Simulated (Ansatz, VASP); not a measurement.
**SiNi3 in VASP and in Ansatz**

INCAR

```
PREC = Accurate
ENCUT = 520
EDIFF = 1E-7
ISMEAR = 0
SIGMA = 0.1
LREAL = False
LASPH = True
NELM = 100
ALGO = Normal
ISIF = 2
LWAVE = False
LCHARG = False
GGA = PE
NBANDS = 25
```

The input KPOINTS:

```
Automatic mesh
0
Gamma
  12 12 12
```

File POSCAR:

```
SiNi3
1.0
    3.4708482722      0.0000000000      0.0000000000
    0.0000000000      3.4708482722      0.0000000000
    0.0000000000      0.0000000000      3.4708482722
Si Ni
1 3
Direct
    0.0000000000      0.0000000000      0.0000000000
    0.0000000000      0.5000000000      0.5000000000
    0.5000000000      0.0000000000      0.5000000000
    0.5000000000      0.5000000000      0.0000000000
```

Input for Ansatz:

```yaml
crystal:
  lattice:
    - [3.4708482761, 0.0, 0.0]
    - [0.0, 3.4708482761, 0.0]
    - [0.0, 0.0, 3.4708482761]
  atoms:
    - { symbol: Si, position: [0.0, 0.0, 0.0] }
    - { symbol: Ni, position: [0.0, 0.5, 0.5] }
    - { symbol: Ni, position: [0.5, 0.0, 0.5] }
    - { symbol: Ni, position: [0.5, 0.5, 0.0] }
basis:
  ecutwfc: 420
kpoints:
  mp_grid: { grid: [12, 12, 12] }
hamiltonian:
  xc: pbe
scf:
  occupations: { method: gaussian, width: 0.1 }
output:
  forces: true
  stress: true
  eigenvalues: true
```

Alike in both runs: task single point; functional PBE; k mesh 12 × 12 × 12; occupations gaussian, width 0.1 eV; no spin polarisation.

|  | VASP | Ansatz |
| --- | --- | --- |
| version | VASP 6.6.1 | Ansatz 0.2.0 |
| potentials or method | VASP PAW PBE potentials, release 64 (Si, Ni), cutoff 520 eV | scalar-relativistic, plane waves, PAW |
| valence electrons in the cell | 34 | 58 |

```tsv
	VASP	Ansatz	Ansatz less VASP
gap on the k mesh at the Fermi level (eV)	none	none	-
pressure (GPa)	7.0	7.0	+0.05
```

A gap of «none» marks a metal or a gap that the smearing closes. VASP's potentials hold 34 valence electrons a cell and Ansatz's 58, so a difference there can come from the potentials and not from the codes.
